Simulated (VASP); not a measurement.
Wanted: the native input for a VASP 6.6.1 run.

```
Task                   : relaxation of cell and atoms
Functional             : PBE
Potentials or basis    : VASP PAW PBE potentials, release 64 (La, Hf_pv, O)
Cutoff                 : 600 eV
k mesh                 : 6 × 6 × 2
Occupations            : gaussian, width 0.1 eV
Spin                   : no spin polarisation
Dipole correction      : no
Further INCAR settings : ALGO = Normal; EDIFF = 1e-07; IBRION = 2; EDIFFG = -0.04; NSW = 90; ISIF = 3
```

The structure of La2HfO2 lies in POSCAR:

```
La2HfO2
1.0
    3.9242738900      0.0000000000      0.0000000000
   -1.9621369400      3.3985208800      0.0000000000
    0.0000000000      0.0000000000      8.3332706900
La Hf O
2 1 2
Direct
    0.0000000000      0.0000000000      0.6822395800
    0.0000000000      0.0000000000      0.3177604200
    0.0000000000      0.0000000000      0.0000000000
    0.3333333300      0.6666666700      0.5000000000
    0.6666666700      0.3333333300      0.5000000000
```

The cell was generated, and may not be a known phase.

These files were run (other wordings do the same):

INCAR

```
PREC = Accurate
ENCUT = 600
EDIFF = 1E-7
ISMEAR = 0
SIGMA = 0.1
LREAL = F
LASPH = T
NELM = 60
ALGO = Normal
ISIF = 3
LWAVE = F
LCHARG = F
GGA = PE
IBRION = 2
NSW = 90
EDIFFG = -0.04
```

KPOINTS

```
Automatic mesh
0
Gamma
  6 6 2
```

Potentials or basis: VASP PAW PBE potentials, release 64 (La, Hf_pv, O).

The run is started by

```console
$ cat potpaw_PBE.64/La/POTCAR potpaw_PBE.64/Hf_pv/POTCAR potpaw_PBE.64/O/POTCAR > POTCAR
$ mpirun -np 1 vasp_std > vasp.out
```

Results of the run:

```json
{
  "Relaxed volume": "22.81 Å³/atom",
  "Relaxed cell": "a = 3.800 Å, b = 3.800 Å, c = 9.117 Å, α = 90.00°, β = 90.00°, γ = 120.00°",
  "Space group after relaxing (to 0.1 Å)": "P6/mmm (No. 191)",
  "Energy gained by relaxing": "325.8 meV/atom",
  "Ionic steps": "8",
  "Pressure after relaxing": "0.1 GPa",
  "Band gap on the k mesh": "zero (bands 22 and 23 overlap by 0.54 eV)"
}
```

Caveat: the k points lie up to 0.34 Å⁻¹ apart in the final cell, too coarse for converged energies and pressures of a metal; spin-orbit coupling is left out, which moves the levels of the heavy elements.

It took 4.7 min on 1 thread of Intel(R) Xeon(R) Platinum 8488C (Sapphire Rapids) (shared host), peak memory 0.31 GiB.
